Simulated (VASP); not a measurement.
Wanted: the native input for a VASP 6.6.1 run.

```yaml
Task: single point
Functional: PBE
Potentials_or_basis: VASP PAW PBE potentials, release 64 (Zr_sv, Nb_sv, C)
Cutoff: 520 eV
k_mesh: 6 × 6 × 2
Occupations: gaussian, width 0.1 eV
Spin: no spin polarisation
Dipole_correction: no
Further_INCAR_settings: ALGO = Normal; EDIFF = 1e-07; NBANDS = 34
```

The structure of ZrNb2C3 lies in POSCAR:

```
ZrNb2C3
1.0
    3.2235896317     -0.0000000028      0.0000000000
   -1.6117948134      2.7917105138      0.0000000000
    0.0000000000      0.0000000000      7.8857600958
Zr Nb C
1 2 3
Direct
    0.0000000000      0.0000000000      0.5000000000
    0.3333333333      0.6666666667      0.1595709718
    0.6666666667      0.3333333333      0.8404290282
    0.3333333333      0.6666666667      0.6760373561
    0.6666666667      0.3333333333      0.3239626439
    0.0000000000      0.0000000000      0.0000000000
```

The cell was built from a structure type or drawn by symmetry, and may not be a known phase.

These files were run (other wordings do the same):

INCAR

```
SYSTEM = ZrNb2C3
PREC = Accurate
ENCUT = 520
EDIFF = 1E-7
ISMEAR = 0
SIGMA = 0.1
LREAL = .FALSE.
LASPH = .TRUE.
NELM = 60
ALGO = Normal
ISIF = 2
LWAVE = .FALSE.
LCHARG = .FALSE.
GGA = PE
NBANDS = 34
```

KPOINTS

```
Automatic mesh
0
G
  6 6 2
  0 0 0
```

Potentials or basis: VASP PAW PBE potentials, release 64 (Zr_sv, Nb_sv, C).

The run is started by

```console
$ cat potpaw_PBE.64/Zr_sv/POTCAR potpaw_PBE.64/Nb_sv/POTCAR potpaw_PBE.64/C/POTCAR > POTCAR
$ mpirun -np 1 vasp_std > vasp.out
```

It gave:

The pressure is -0.3 GPa, the largest force is 0.026 eV/Å and the band gap on the k mesh is zero (bands 25 and 26 overlap by 1.77 eV).

Caveat: the k points lie up to 0.40 Å⁻¹ apart, too coarse for converged energies and pressures of a metal.

Wall time 64 s on 1 thread of AMD EPYC 7R13 (shared host), peak memory 0.16 GiB.
